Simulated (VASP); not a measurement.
Runs of VASP 6.6.1 on LiBeS3. The structure is that of space group P4mm (No. 99), or close to it. The cells are those of the table. 

| task | cell | k mesh | cutoff (eV) | gap on the mesh (eV) | pressure (GPa) | relaxed volume (Å³/atom) | largest force (eV/Å) |
| --- | --- | --- | --- | --- | --- | --- | --- |
| single point | a = 4.066, b = 4.066, c = 5.353 Å, 5 atoms | 4 × 4 × 4 | 520 | none | - | - | (a) |
| relaxation of cell and atoms | relaxed from a = 4.066, b = 4.066, c = 5.353 Å, 5 atoms | 4 × 4 × 4 | 600 | none | 0.1 | 18.13 | 0.04 |
| relaxation of cell and atoms | relaxed from a = 3.605, b = 3.605, c = 7.302 Å, 5 atoms | 6 × 6 × 4 | 600 | none | 0.0 | 18.95 | 0.04 |
| relaxation of cell and atoms | relaxed from a = 3.602, b = 3.602, c = 7.350 Å, 5 atoms | 10 × 10 × 6 | 600 | none | 0.0 | (b) | 0.01 |
| single point | a = 3.605, b = 3.605, c = 7.302 Å, 5 atoms | 4 × 4 × 4 | 520 | none | - | - | 0.02 |
| single point | a = 3.599, b = 3.599, c = 7.477 Å, 5 atoms | 10 × 10 × 6 | 520 | none | - | - | 0.01 |
| single point | a = 3.602, b = 3.602, c = 7.350 Å, 5 atoms | 6 × 6 × 4 | 520 | none | - | - | 0.01 |

Alike in all rows: level PBE; potentials or basis VASP PAW PBE potentials, release 64 (Li_sv, Be, S); no spin polarisation; smearing gaussian 0.1 eV.

Question: Fill in the values left out.

Answer: (a) 3.17; (b) 19.02.

Caveats: some runs use coarse meshes; the cutoff is under 1.25 times the usual one of these potentials, so pressure, stress and relaxed cells hold a basis-set (Pulay) error; forces of over 1 eV/Å act on the atoms, so gaps and moduli don't describe the material at rest (some runs).

A gap of «none» marks levels without a gap at the run's occupations.
